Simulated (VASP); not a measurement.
# BP4 (I4/mmm) in VASP: notebook

BP4 is run at these levels: PBE; tasks: single point, relaxation of cell and atoms.

All numbers are computed with VASP 6.6.1; they aren't measurements. Logs are shortened: lines on timing, memory, paths and dates and some standing lists are left out, and cuts for length are marked.

## Step 1: The cell of the first run

The structure is tetragonal, space group I4/mmm (No. 139). The conventional cell has a = 4.908 Å, b = 4.908 Å, c = 6.546 Å, α = 90.00°, β = 90.00°, γ = 90.00°. Within 2.4 Å of B (site symmetry 4/mmm) lie 2 P at 1.83 Å. Within 2.4 Å of P (site symmetry 4mm) lie 1 B at 1.83 Å. Within 3.3 Å of P (site symmetry -4m2) lie 6 P at 2.46 to 3.27 Å and 4 B at 2.95 Å.

## Step 2: Single point, PBE

Input file INCAR:

```
SYSTEM = BP4
  ALGO = Normal
  EDIFF = 1E-6
  ENCUT = 520
  GGA = PE
  ISIF = 2
  ISMEAR = 0
  LASPH = .True.
  LCHARG = .True.
  LELF = .True.
  LREAL = .False.
  LVHAR = .True.
  LWAVE = .False.
  NBANDS = 20
  NELM = 100
  PREC = Accurate
  SIGMA = 0.1
```

Input file KPOINTS:

```
k-points
0
Gamma
  6 6 6
  0 0 0
```

Input file POSCAR:

```
BP4
1.0
   -2.4540269592      2.4540269592      3.2728303088
    2.4540269592     -2.4540269592      3.2728303088
    2.4540269592      2.4540269592     -3.2728303088
B P
1 4
Direct
    0.0000000000      0.0000000000      0.0000000000
    0.2796064962      0.2796064962      0.0000000000
    0.7203935038      0.7203935038      0.0000000000
    0.7500000000      0.2500000000      0.5000000000
    0.2500000000      0.7500000000      0.5000000000
```

Potentials or basis: VASP PAW PBE potentials, release 64 (B, P).

Started as:

```sh
$ cat potpaw_PBE.64/B/POTCAR potpaw_PBE.64/P/POTCAR > POTCAR
$ mpirun -np 1 vasp_std > vasp.out
```

OUTCAR:

```text
SYSTEM = BP4
   EDIFF = 1E-6
   ENCUT = 520
   GGA = PE
   ISIF = 2
   ISMEAR = 0
   LASPH = .True.
   LREAL = .False.
   NELM = 100
   PREC = Accurate

 ion  position               nearest neighbor table
   1  0.000  0.000  0.000-   2 1.83   3 1.83
   2  0.280  0.280  0.000-   1 1.83   4 2.46   5 2.46   5 2.46   4 2.46   3 2.89
   3  0.720  0.720  0.000-   1 1.83   4 2.46   5 2.46   4 2.46   5 2.46   2 2.89
   4  0.750  0.250  0.500-   2 2.46   3 2.46   2 2.46   3 2.46
   5  0.250  0.750  0.500-   2 2.46   3 2.46   2 2.46   3 2.46

  LATTYP: Found a body centered tetragonal cell.
 ALAT       =     4.9080539184
 C/A-ratio  =     1.3336570312

  Lattice vectors:

 A1 = (  -2.4540269592,   2.4540269592,   3.2728303088)
 A2 = (   2.4540269592,  -2.4540269592,   3.2728303088)
 A3 = (   2.4540269592,   2.4540269592,  -3.2728303088)

Analysis of symmetry for initial positions (statically):
=====================================================================
 Subroutine PRICEL returns:
 Original cell was already a primitive cell.

 Routine SETGRP: Setting up the symmetry group for a
 body centered tetragonal supercell.

 Subroutine GETGRP returns: Found 16 space group operations
 (whereof 16 operations were pure point group operations)
 out of a pool of 16 trial point group operations.

The static configuration has the point symmetry D_4h.

Analysis of symmetry for dynamics (positions and initial velocities):
=====================================================================
 Subroutine PRICEL returns:
 Original cell was already a primitive cell.

 Routine SETGRP: Setting up the symmetry group for a
 body centered tetragonal supercell.

 Subroutine GETGRP returns: Found 16 space group operations
 (whereof 16 operations were pure point group operations)
 out of a pool of 16 trial point group operations.

The dynamic configuration has the point symmetry D_4h.

 Subroutine INISYM returns: Found 16 space group operations
 (whereof 16 operations are pure point group operations),
 and found     1 'primitive' translations

----------------------------------------------------------------------------------------

                                     Primitive cell

  volume of cell :      78.8392

  direct lattice vectors                    reciprocal lattice vectors
    -2.454026959  2.454026959  3.272830309     0.000000000  0.203746743  0.152772968
     2.454026959 -2.454026959  3.272830309     0.203746743  0.000000000  0.152772968
     2.454026959  2.454026959 -3.272830309     0.203746743  0.203746743  0.000000000

  length of vectors
     4.770316013  4.770316013  4.770316013     0.254661177  0.254661177  0.288141407

  position of ions in fractional coordinates (direct lattice)
     0.000000000  0.000000000  0.000000000
     0.279606496  0.279606496  0.000000000
     0.720393504  0.720393504  0.000000000
     0.750000000  0.250000000  0.500000000
     0.250000000  0.750000000  0.500000000

  ion indices of the primitive-cell ions
   primitive index   ion index
                 1           1
                 2           2
                 3           3
                 4           4
                 5           5

----------------------------------------------------------------------------------------

 KPOINTS: k-points

Automatic generation of k-mesh.
 Grid dimensions read from file:
 generate k-points for:    6    6    6

 Generating k-lattice:

  Cartesian coordinates                     Fractional coordinates (reciprocal lattice)
     0.000000000  0.033957790  0.025462161     0.166666667  0.000000000 -0.000000000
     0.033957790  0.000000000  0.025462161     0.000000000  0.166666667 -0.000000000
     0.033957790  0.033957790  0.000000000     0.000000000  0.000000000  0.166666667

  Length of vectors
     0.042443529  0.042443529  0.048023568

  Shift w.r.t. Gamma in fractional coordinates (k-lattice)
     0.000000000  0.000000000  0.000000000

 Subroutine IBZKPT returns following result:
 ===========================================

 Found     30 irreducible k-points:

 Following reciprocal coordinates:
            Coordinates               Weight
  0.000000  0.000000  0.000000      1.000000
  0.166667 -0.000000  0.000000      8.000000
  0.333333 -0.000000  0.000000      8.000000
  0.500000 -0.000000  0.000000      4.000000
  0.166667  0.166667  0.000000      8.000000
  0.333333  0.166667  0.000000     16.000000
[... 16 lines left out ...]
 -0.333333 -0.333333  0.166667      8.000000
 -0.166667 -0.333333  0.166667      8.000000
 [... further k-points ...]
   k-points           NKPTS =     30   k-points in BZ     NKDIM =     30   number of bands    NBANDS=     20
   number of dos      NEDOS =    301   number of ions     NIONS =      5
   total plane-waves  NPLWV =  46656
   dimension x,y,z NGX =    36 NGY =   36 NGZ =   36
   dimension x,y,z NGXF=    72 NGYF=   72 NGZF=   72
   ions per type =               1   4
   NGX,Y,Z   is equivalent  to a cutoff of  12.55, 12.55, 12.55 a.u.
   NGXF,Y,Z  is equivalent  to a cutoff of  25.09, 25.09, 25.09 a.u.
 SYSTEM =  BP4
   PREC   = accura    normal or accurate (medium, high low for compatibility)
   ISTART =      0    job   : 0-new  1-cont  2-samecut
   ICHARG =      2    charge: 1-file 2-atom 10-const
   ISPIN  =      1    spin polarized calculation?
   LNONCOLLINEAR =      F non collinear calculations
   LSORBIT =      F    spin-orbit coupling
   LASPH  =      T    aspherical Exc in radial PAW
   ENCUT  =  520.0 eV  38.22 Ry    6.18 a.u.   8.87  8.87  8.87*2*pi/ulx,y,z
   NELM   =    100;   NELMIN=  2; NELMDL= -5     # of ELM steps
   EDIFF  = 0.1E-05   stopping-criterion for ELM
   LREAL  =      F    real-space projection
   EDIFFG = 0.1E-04   stopping-criterion for IOM
   NSW    =      0    number of steps for IOM
   IBRION =     -1    ionic relax: 0-MD 1-quasi-New 2-CG
   NFREE  =      0    steps in history (QN), initial steepest desc. (CG)
   ISIF   =      2    stress and relaxation
   ISYM   =      2    0-nonsym 1-usesym 2-fastsym
   POTIM  = 0.5000    time-step for ionic-motion
   TEBEG  =    0.0;   TEEND  =   0.0 temperature during run
   PSTRESS=    0.0 pullay stress
   NELECT =      23.0000    total number of electrons
   NUPDOWN=      -1.0000    fix difference up-down
   EMIN   =  10.00;   EMAX   =-10.00  energy-range for DOS
   EFERMI =   0.00;   METHOD = LEGACY
   ISMEAR =     0;   SIGMA  =   0.10  broadening in eV -4-tet -1-fermi 0-gaus
   EFERMI_NEDOS =   21; number of points for ismear=-14 and -15
   IALGO  =     38    algorithm
   IMIX   =      4    mixing-type and parameters
     AMIX     =   0.40;   BMIX     =  1.00
     AMIX_MAG =   1.60;   BMIX_MAG =  1.00
  volume/ion in A,a.u.               =      15.77       106.41
  Fermi-wavevector in a.u.,A,eV,Ry     =   1.085767  2.051803 16.039779  1.178890
  Thomas-Fermi vector in A             =   2.221888
   LORBIT       =      0    0 simple, 1 ext, 2 COOP (PROOUT), +10 PAW based schemes
   GGA     = PE    functional components
   LHFCALC =     F    Hartree Fock is set to
   AEXX    =    0.0000 exact exchange contribution
   IVDW    =     0    specifies the selected vdW correction
   LEPSILON=     F    determine dielectric tensor
   LRPA    =     F    only Hartree local field effects (RPA)
 non-spin polarized calculation
 Gauss-broadening in eV      SIGMA  =   0.10
  energy-cutoff  :      520.00
  volume of cell :       78.84
 maximum number of plane-waves:      2146
   NGX = 17   NGY = 17   NGZ = 17

 number of electron      23.0000002 magnetization

 Free energy of the ion-electron system (eV)
  ---------------------------------------------------
  ext. energy  EPLUGINS =         0.00000000
  ---------------------------------------------------
  free energy    TOTEN  =       -25.19507136 eV

  energy without entropy =      -25.19063798  energy(sigma->0) =      -25.19285467

 E-fermi :   7.1041     XC(G=0): -10.4412

 val. band max:        7.0249934204   @ k =  -0.1667   0.1667   0.0000
 cond. band min:       7.1110600619   @ k =   0.5000   0.5000   0.1667
 fundamental gap:      0.0860666415
 Fermi energy:         7.1041238587

 k-point     1 :       0.0000    0.0000    0.0000
  band No.  band energies     occupation
      1      -8.2949      2.00000
      2      -3.5533      2.00000
      3      -2.1330      2.00000
      4       0.0140      2.00000
      5       0.5032      2.00000
      6       0.5032      2.00000
[... 12 lines left out ...]
     19      14.7715      0.00000
     20      15.9939      0.00000

 k-point     2 :       0.1667   -0.0000    0.0000
  band No.  band energies     occupation
      1      -8.0823      2.00000
      2      -4.0025      2.00000
      3      -2.4521      2.00000
      4      -0.4668      2.00000
      5       0.5250      2.00000
      6       1.2749      2.00000
[... 12 lines left out ...]
     19      14.4170      0.00000
     20      15.3551      0.00000

 k-point     3 :       0.3333   -0.0000    0.0000
  band No.  band energies     occupation
      1      -7.4568      2.00000
      2      -5.1976      2.00000
      3      -2.4765      2.00000
      4      -1.3742      2.00000
      5       0.6453      2.00000
      6       1.2804      2.00000
[... 12 lines left out ...]
     19      12.3244      0.00000
     20      13.9405      0.00000

 k-point     4 :       0.5000   -0.0000    0.0000
  band No.  band energies     occupation
      1      -6.5274      2.00000
      2      -6.3881      2.00000
      3      -2.1462      2.00000
      4      -2.0356      2.00000
      5       0.8553      2.00000
      6       1.1442      2.00000
[... 429 lines left out ...]
 k-point    23 :      -0.3333   -0.3333    0.1667
  band No.  band energies     occupation
      1      -7.1790      2.00000
      2      -4.9719      2.00000
      3      -3.6647      2.00000
      4      -0.4857      2.00000
      5      -0.2010      2.00000
      6       0.6503      2.00000
[... 12 lines left out ...]
     19      13.1043      0.00000
     20      13.2510      0.00000

 k-point    24 :      -0.1667   -0.3333    0.1667
  band No.  band energies     occupation
      1      -7.6412      2.00000
      2      -4.5982      2.00000
      3      -2.9641      2.00000
      4      -0.0660      2.00000
      5      -0.0104      2.00000
      6       0.5902      2.00000
[... 12 lines left out ...]
     19      13.5236      0.00000
     20      13.6698      0.00000

 [... further k-points ...]
[... 5 lines left out ...]
  --------------------------------------------------------------------------------------
  -------------------------------------------------------------------------------------
  Total       -0.0480523     -0.0480523     -0.1079763      0.0000000      0.0000000      0.0000000
  in kB       -0.9765237     -0.9765237     -2.1943047      0.0000000      0.0000000      0.0000000
  external PRESSURE =      -1.3824507 kB  Pullay stress =       0.0000000 kB

 VOLUME and BASIS-vectors are now :
 -----------------------------------------------------------------------------
  energy-cutoff  :      520.00
  volume of cell :       78.84
      direct lattice vectors                 reciprocal lattice vectors
    -2.454026959  2.454026959  3.272830309     0.000000000  0.203746743  0.152772968
     2.454026959 -2.454026959  3.272830309     0.203746743  0.000000000  0.152772968
     2.454026959  2.454026959 -3.272830309     0.203746743  0.203746743  0.000000000

 POSITION                                       TOTAL-FORCE (eV/Angst)
 -----------------------------------------------------------------------------------
      0.00000      0.00000      0.00000         0.000000      0.000000     -0.000000
      0.00000      0.00000      1.83021         0.000000      0.000000     -0.032548
      0.00000      0.00000      4.71545        -0.000000     -0.000000      0.032548
      0.00000      2.45403      1.63642         0.000000      0.000000     -0.000000
      2.45403      0.00000      1.63642         0.000000      0.000000     -0.000000
 -----------------------------------------------------------------------------------
    total drift:                                0.000000      0.000000     -0.000000

  FREE ENERGIE OF THE ION-ELECTRON SYSTEM (eV)
  ---------------------------------------------------
  free  energy   TOTEN  =       -25.1950713643 eV

  energy  without entropy=      -25.1906379801  energy(sigma->0) =      -25.19285467
```

It took 22 s on 1 thread of Intel Xeon Platinum 8488C (Sapphire Rapids), shared host; peak memory 0.2 GiB.

What came out:

- Free energy: -25.1951 eV
- Pressure: -0.1 GPa
- Largest force: 0.033 eV/Å

Forces in eV/Å, atoms in the order of the input:
```
B    0.000  0.000  0.000
P    0.000  0.000 -0.033
P    0.000  0.000  0.033
P    0.000  0.000  0.000
P    0.000  0.000  0.000
```

Levels at points of the mesh, in eV from the Fermi level:
```csv
k point,band 9,band 10,band 11,band 12,band 13,band 14
"(0.00, 0.00, 0.00)",-4.61,-3.52,-2.71,-0.79,-0.79,1.25
"(0.50, 0.00, 0.00)",-2.00,-1.69,-1.56,-0.57,1.15,1.15
"(0.50, 0.50, 0.00)",-1.31,-0.93,-0.64,-0.42,-0.36,0.76
"(0.50, 0.50, 0.50)",-3.46,-1.37,-0.54,1.60,1.62,1.62
```

## Step 3: Single point, PBE

This run uses another cell than the first one, of 18.84 Å³/atom, 1.195 times its volume.

Input file INCAR:

```
SYSTEM = BP4
PREC = Accurate
ENCUT = 520
EDIFF = 1E-7
ISMEAR = 0
SIGMA = 0.1
LREAL = .False.
LASPH = .True.
NELM = 100
ALGO = Normal
ISIF = 2
LWAVE = .False.
LCHARG = .True.
GGA = PE
LELF = .True.
LVHAR = .True.
NBANDS = 20
```

Input file KPOINTS:

```
Automatic mesh
0
Gamma
  6 6 6
  0 0 0
```

Input file POSCAR:

```
BP4
1.0
   -2.0903390300      2.0903390300      5.3902936000
    2.0903390300     -2.0903390300      5.3902936000
    2.0903390300      2.0903390300     -5.3902936000
B P
1 4
Direct
    0.0000000000      0.0000000000      0.0000000000
    0.3860407800      0.3860407800      0.0000000000
    0.6139592200      0.6139592200      0.0000000000
    0.7500000000      0.2500000000      0.5000000000
    0.2500000000      0.7500000000      0.5000000000
```

Potentials or basis: VASP PAW PBE potentials, release 64 (B, P).

Started as:

```sh
$ cat potpaw_PBE.64/B/POTCAR potpaw_PBE.64/P/POTCAR > POTCAR
$ mpirun -np 1 vasp_std > vasp.out
```

It took 54 s on 1 thread of Intel Xeon Platinum 8488C (Sapphire Rapids), shared host; peak memory 0.3 GiB.

The run converged. Its results:

* Free energy: -21.0451 eV
* Pressure: -7.6 GPa
* Largest force: 1.305 eV/Å

Forces in eV/Å, atoms in the order of the input:
```
B    0.000  0.000  0.000
P    0.000  0.000 -1.305
P    0.000  0.000  1.305
P    0.000  0.000  0.000
P    0.000  0.000  0.000
```

Stress tensor (GPa, compression positive):
```
-7.88  0.00  0.00
 0.00 -7.88  0.00
 0.00  0.00 -7.07
```

Levels at points of the mesh, in eV from the Fermi level:
| k point | band 8 | band 9 | band 10 | band 11 | band 12 | band 13 | band 14 | band 15 |
| --- | --- | --- | --- | --- | --- | --- | --- | --- |
| (0.00, 0.00, 0.00) | -2.99 | -2.99 | -2.02 | -1.07 | 0.03 | 0.86 | 0.86 | 1.47 |
| (0.50, 0.00, 0.00) | -3.77 | -3.17 | -1.95 | -1.24 | 0.63 | 0.65 | 0.68 | 2.01 |
| (0.50, 0.50, 0.00) | -4.28 | -3.41 | -2.22 | 0.95 | 1.00 | 1.13 | 1.72 | 2.65 |
| (0.50, 0.50, 0.50) | -4.16 | -1.73 | -1.73 | -0.71 | 0.11 | 0.14 | 0.14 | 0.52 |

Caveat: forces of over 1 eV/Å act on the atoms, so gaps and moduli don't describe the material at rest.

(Continued in part 2 of 2.)
